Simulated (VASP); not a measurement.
# BeH4 in VASP: a series of runs

Runs on BeH4. Level: PBE. Tasks: relaxation of cell and atoms, single point.

Everything below comes from runs of VASP 6.6.1. Logs are shortened: lines on timing, memory, paths and dates and some standing lists are left out, and cuts for length are marked.

## Step 1: The cell of the first run

It takes space group I-43m (No. 217, cubic). Conventional cell: a = 4.456 Å, b = 4.456 Å, c = 4.456 Å, α = 90.00°, β = 90.00°, γ = 90.00°. Be (site symmetry -43m) has 8 H at 1.89 to 1.97 Å within 2.5 Å. H (site symmetry 3m) has 2 Be at 1.89 to 1.97 Å and 6 H at 2.23 Å within 2.5 Å.

## Step 2: Relaxation of cell and atoms, PBE

The input, INCAR:

```
SYSTEM = BeH4
ALGO = Normal
EDIFF = 1E-6
EDIFFG = -0.04
ENCUT = 600
GGA = PE
IBRION = 2
ISIF = 3
ISMEAR = 0
LASPH = .TRUE.
LCHARG = .FALSE.
LREAL = .FALSE.
LWAVE = .FALSE.
NELM = 100
NSW = 90
PREC = Accurate
SIGMA = 0.1
```

The input, KPOINTS:

```
k-points
0
G
  6 6 6
  0 0 0
```

The input, POSCAR:

```
BeH4
1.0
   -2.2280251600      2.2280251600      2.2280251600
    2.2280251600     -2.2280251600      2.2280251600
    2.2280251600      2.2280251600     -2.2280251600
Be H
1 4
Direct
    0.0000000000      0.0000000000      0.0000000000
    0.4893361800      0.4893361800      0.4893361800
    0.0000000000      0.0000000000      0.5106638200
    0.0000000000      0.5106638200      0.0000000000
    0.5106638200      0.0000000000      0.0000000000
```

Potentials or basis: VASP PAW PBE potentials, release 64 (Be, H).

Started as:

```bash
cat potpaw_PBE.64/Be/POTCAR potpaw_PBE.64/H/POTCAR > POTCAR
mpirun -np 1 vasp_std > vasp.out
```

OUTCAR:

```text
SYSTEM = BeH4
   EDIFF = 1E-6
   EDIFFG = -0.04
   ENCUT = 600
   GGA = PE
   IBRION = 2
   ISIF = 3
   ISMEAR = 0
   LASPH = .TRUE.
   LREAL = .FALSE.
   NELM = 100
   NSW = 90
   PREC = Accurate

 ion  position               nearest neighbor table
   1  0.000  0.000  0.000-
   2  0.489  0.489  0.489-
   3  0.000  0.000  0.511-
   4  0.000  0.511  0.000-
   5  0.511  0.000  0.000-

  LATTYP: Found a body centered cubic cell.
 ALAT       =     4.4560503200

  Lattice vectors:

 A1 = (  -2.2280251600,   2.2280251600,   2.2280251600)
 A2 = (   2.2280251600,  -2.2280251600,   2.2280251600)
 A3 = (   2.2280251600,   2.2280251600,  -2.2280251600)

Analysis of symmetry for initial positions (statically):
=====================================================================
 Subroutine PRICEL returns:
 Original cell was already a primitive cell.

 Routine SETGRP: Setting up the symmetry group for a
 body centered cubic supercell.

 Subroutine GETGRP returns: Found 24 space group operations
 (whereof 24 operations were pure point group operations)
 out of a pool of 48 trial point group operations.

The static configuration has the point symmetry T_d .

Analysis of symmetry for dynamics (positions and initial velocities):
=====================================================================
 Subroutine PRICEL returns:
 Original cell was already a primitive cell.

 Routine SETGRP: Setting up the symmetry group for a
 body centered cubic supercell.

 Subroutine GETGRP returns: Found 24 space group operations
 (whereof 24 operations were pure point group operations)
 out of a pool of 48 trial point group operations.

The dynamic configuration has the point symmetry T_d .

 Subroutine INISYM returns: Found 24 space group operations
 (whereof 24 operations are pure point group operations),
 and found     1 'primitive' translations

----------------------------------------------------------------------------------------

                                     Primitive cell

  volume of cell :      44.2405

  direct lattice vectors                    reciprocal lattice vectors
    -2.228025160  2.228025160  2.228025160     0.000000000  0.224413983  0.224413983
     2.228025160 -2.228025160  2.228025160     0.224413983  0.000000000  0.224413983
     2.228025160  2.228025160 -2.228025160     0.224413983  0.224413983  0.000000000

  length of vectors
     3.859052778  3.859052778  3.859052778     0.317369298  0.317369298  0.317369298

  position of ions in fractional coordinates (direct lattice)
     0.000000000  0.000000000  0.000000000
     0.489336180  0.489336180  0.489336180
     0.000000000  0.000000000  0.510663820
     0.000000000  0.510663820  0.000000000
     0.510663820  0.000000000  0.000000000

  ion indices of the primitive-cell ions
   primitive index   ion index
                 1           1
                 2           2
                 3           3
                 4           4
                 5           5

----------------------------------------------------------------------------------------

 KPOINTS: k-points

Automatic generation of k-mesh.
 Grid dimensions read from file:
 generate k-points for:    6    6    6

 Generating k-lattice:

  Cartesian coordinates                     Fractional coordinates (reciprocal lattice)
     0.000000000  0.037402330  0.037402330     0.166666667  0.000000000  0.000000000
     0.037402330  0.000000000  0.037402330     0.000000000  0.166666667  0.000000000
     0.037402330  0.037402330  0.000000000     0.000000000  0.000000000  0.166666667

  Length of vectors
     0.052894883  0.052894883  0.052894883

  Shift w.r.t. Gamma in fractional coordinates (k-lattice)
     0.000000000  0.000000000  0.000000000

 Subroutine IBZKPT returns following result:
 ===========================================

 Found     16 irreducible k-points:

 Following reciprocal coordinates:
            Coordinates               Weight
  0.000000  0.000000  0.000000      1.000000
  0.166667  0.000000  0.000000     12.000000
  0.333333  0.000000  0.000000     12.000000
  0.500000  0.000000  0.000000      6.000000
  0.166667  0.166667  0.000000     24.000000
  0.333333  0.166667  0.000000     48.000000
[... 8 lines left out ...]
  0.500000  0.500000  0.333333     12.000000
  0.500000  0.500000  0.500000      1.000000
   k-points           NKPTS =     16   k-points in BZ     NKDIM =     16   number of bands    NBANDS=      7
   number of dos      NEDOS =    301   number of ions     NIONS =      5
   total plane-waves  NPLWV =  32768
   dimension x,y,z NGX =    32 NGY =   32 NGZ =   32
   dimension x,y,z NGXF=    64 NGYF=   64 NGZF=   64
   ions per type =               1   4
   NGX,Y,Z   is equivalent  to a cutoff of  13.79, 13.79, 13.79 a.u.
   NGXF,Y,Z  is equivalent  to a cutoff of  27.57, 27.57, 27.57 a.u.
 SYSTEM =  BeH4
   PREC   = accura    normal or accurate (medium, high low for compatibility)
   ISTART =      0    job   : 0-new  1-cont  2-samecut
   ICHARG =      2    charge: 1-file 2-atom 10-const
   ISPIN  =      1    spin polarized calculation?
   LNONCOLLINEAR =      F non collinear calculations
   LSORBIT =      F    spin-orbit coupling
   LASPH  =      T    aspherical Exc in radial PAW
   ENCUT  =  600.0 eV  44.10 Ry    6.64 a.u.   7.71  7.71  7.71*2*pi/ulx,y,z
   NELM   =    100;   NELMIN=  2; NELMDL= -5     # of ELM steps
   EDIFF  = 0.1E-05   stopping-criterion for ELM
   LREAL  =      F    real-space projection
   EDIFFG = -.4E-01   stopping-criterion for IOM
   NSW    =     90    number of steps for IOM
   IBRION =      2    ionic relax: 0-MD 1-quasi-New 2-CG
   NFREE  =      1    steps in history (QN), initial steepest desc. (CG)
   ISIF   =      3    stress and relaxation
   ISYM   =      2    0-nonsym 1-usesym 2-fastsym
   POTIM  = 0.5000    time-step for ionic-motion
   TEBEG  =    0.0;   TEEND  =   0.0 temperature during run
   PSTRESS=    0.0 pullay stress
   NELECT =       6.0000    total number of electrons
   NUPDOWN=      -1.0000    fix difference up-down
   EMIN   =  10.00;   EMAX   =-10.00  energy-range for DOS
   EFERMI =   0.00;   METHOD = LEGACY
   ISMEAR =     0;   SIGMA  =   0.10  broadening in eV -4-tet -1-fermi 0-gaus
   EFERMI_NEDOS =   21; number of points for ismear=-14 and -15
   IALGO  =     38    algorithm
   IMIX   =      4    mixing-type and parameters
     AMIX     =   0.40;   BMIX     =  1.00
     AMIX_MAG =   1.60;   BMIX_MAG =  1.00
  volume/ion in A,a.u.               =       8.85        59.71
  Fermi-wavevector in a.u.,A,eV,Ry     =   0.841108  1.589464  9.625617  0.707463
  Thomas-Fermi vector in A             =   1.955599
   LORBIT       =      0    0 simple, 1 ext, 2 COOP (PROOUT), +10 PAW based schemes
   GGA     = PE    functional components
   LHFCALC =     F    Hartree Fock is set to
   AEXX    =    0.0000 exact exchange contribution
   IVDW    =     0    specifies the selected vdW correction
   LEPSILON=     F    determine dielectric tensor
   LRPA    =     F    only Hartree local field effects (RPA)
 conjugate gradient relaxation of ions
 non-spin polarized calculation
 Gauss-broadening in eV      SIGMA  =   0.10
  energy-cutoff  :      600.00
  volume of cell :       44.24
 maximum number of plane-waves:      1485
   NGX = 15   NGY = 15   NGZ = 15

--------------------------------------- Ionic step        1  -------------------------------------------

 number of electron       6.0000000 magnetization

 Free energy of the ion-electron system (eV)
  ---------------------------------------------------
  ext. energy  EPLUGINS =         0.00000000
  ---------------------------------------------------
  free energy    TOTEN  =       -12.70519623 eV

  energy without entropy =      -12.70206183  energy(sigma->0) =      -12.70362903

------------------------ aborting loop because EDIFF is reached ----------------------------------------

  FORCE on cell =-STRESS in cart. coord.  units (eV):
  Direction    XX          YY          ZZ          XY          YZ          ZX
  --------------------------------------------------------------------------------------
  -------------------------------------------------------------------------------------
  Total       -5.2599881     -5.2599881     -5.2599881      0.0000000      0.0000000      0.0000000
  in kB     -190.4912700   -190.4912700   -190.4912700      0.0000000      0.0000000      0.0000000
  external PRESSURE =    -190.4912700 kB  Pullay stress =       0.0000000 kB
[... 24 lines left out ...]
  energy  without entropy=      -12.7020618295  energy(sigma->0) =      -12.70362903

--------------------------------------- Ionic step        2  -------------------------------------------

 number of electron       6.0000000 magnetization

 E-fermi :  -0.6806     XC(G=0):  -8.3420

 val. band max:       -1.1213351320   @ k =   0.3333   0.0000   0.0000
 cond. band min:      -0.6805801486   @ k =   0.1667   0.0000   0.0000
 fundamental gap:      0.4407549834
 Fermi energy:        -0.6805802891

 k-point     1 :       0.0000    0.0000    0.0000
  band No.  band energies     occupation
      1      -9.2855      2.00000
      2       0.9027      0.00000
      3       0.9027      0.00000
      4       0.9027      0.00000
      5       4.4699      0.00000
      6       4.4699      0.00000
      7       4.4699      0.00000
[... 184 lines left out ...]
  energy  without entropy=      -13.4498624482  energy(sigma->0) =      -13.45142966

--------------------------------------- Ionic step        3  -------------------------------------------

 number of electron       6.0000000 magnetization

 E-fermi :   2.5909     XC(G=0): -10.0602

 val. band max:        1.9202713497   @ k =   0.3333   0.0000   0.0000
 cond. band min:       2.5909720633   @ k =   0.1667   0.0000   0.0000
 fundamental gap:      0.6707007136
 Fermi energy:         2.5908792111

 k-point     1 :       0.0000    0.0000    0.0000
  band No.  band energies     occupation
      1     -10.1579      2.00000
      2       5.3436      0.00000
      3       5.3436      0.00000
      4       5.3436      0.00000
      5       9.1081      0.00000
      6       9.1081      0.00000
      7       9.1081      0.00000
[... 340 lines left out ...]
  energy  without entropy=      -14.4741953020  energy(sigma->0) =      -14.47576434

--------------------------------------- Ionic step        8  -------------------------------------------

 number of electron       6.0000000 magnetization

 Free energy of the ion-electron system (eV)
  ---------------------------------------------------
  ext. energy  EPLUGINS =         0.00000000
  ---------------------------------------------------
  free energy    TOTEN  =       -14.47912460 eV

  energy without entropy =      -14.47598646  energy(sigma->0) =      -14.47755553

 E-fermi :   2.0378     XC(G=0):  -9.7977

 val. band max:        1.4054937919   @ k =   0.3333   0.0000   0.0000
 cond. band min:       2.0378396698   @ k =   0.1667   0.0000   0.0000
 fundamental gap:      0.6323458780
 Fermi energy:         2.0378173796

 k-point     1 :       0.0000    0.0000    0.0000
  band No.  band energies     occupation
      1     -10.0321      2.00000
      2       4.6057      0.00000
      3       4.6057      0.00000
      4       4.6057      0.00000
      5       8.2888      0.00000
      6       8.2888      0.00000
      7       8.2888      0.00000
[... 180 lines left out ...]
  FREE ENERGIE OF THE ION-ELECTRON SYSTEM (eV)
  ---------------------------------------------------
  free  energy   TOTEN  =       -14.4791246026 eV

  energy  without entropy=      -14.4759864578  energy(sigma->0) =      -14.47755553

 reached required accuracy - stopping structural energy minimisation
```

It took 15 s on 1 thread of Intel Xeon 6975P-C (Granite Rapids), shared host; peak memory 0.17 GiB.

What came out:

```
Free energy                            : -14.4791 eV
Relaxed volume                         : 4.83 Å³/atom
Relaxed cell                           : a = 3.155 Å, b = 3.155 Å, c = 3.155 Å, α = 109.47°, β = 109.47°, γ = 109.47°
Space group after relaxing (to 0.05 Å) : Im-3m (No. 229)
Energy gained by relaxing              : 354.8 meV/atom
Ionic steps                            : 8
Pressure after relaxing                : 1.3 GPa
Largest force after relaxing           : 0.009 eV/Å
Band gap on the k mesh                 : zero (band 3 reaches 4.61 eV, above the bottom of band 4 at -0.96 eV)
```

Forces on the atoms (eV/Å):
```
Be   0.000  0.000  0.000
H    0.005  0.005  0.005
H   -0.005 -0.005  0.005
H   -0.005  0.005 -0.005
H    0.005 -0.005 -0.005
```

The path:
```
step  energy change (eV)  largest force (eV/Å)  pressure (GPa)  volume (Å³)
   1              0.0000                0.0059          -19.05        44.24
   2             -0.7478                0.0667          -18.07        37.84
   3             -1.6967                0.3551            9.24        22.40
   4             -1.7477                0.2701           -2.87        25.51
   5             -1.7560                0.2912           -0.21        24.66
   6             -1.7554                0.2995            0.90        24.35
   7             -1.7721                0.1013            1.13        24.23
   8             -1.7739                0.0095            1.31        24.17
```

Final structure:
```xyz
5
Lattice="-1.8214 1.8214 1.8214 1.8214 -1.8214 1.8214 1.8214 1.8214 -1.8214" Properties=species:S:1:pos:R:3 pbc="T T T"
Be    0.0000    0.0000    0.0000
H     0.9101    0.9101    0.9101
H     0.9113    0.9113   -0.9113
H     0.9113   -0.9113    0.9113
H    -0.9113    0.9113    0.9113
```

Levels at points of the mesh, in eV from the Fermi level:
```tsv
k point	band 1	band 2	band 3	band 4	band 5	band 6	band 7
(0.00, 0.00, 0.00)	-12.07	2.57	2.57	2.57	6.25	6.25	6.25
(0.50, 0.00, 0.00)	-7.55	-7.14	-1.20	0.84	5.35	9.11	14.91
(0.50, 0.50, 0.50)	-5.33	-5.33	-5.33	1.95	4.25	4.25	8.49
```

Caveat: the volume moved by over 15 % at a fixed basis, so the end points are rough.

(Continued in part 2 of 2.)
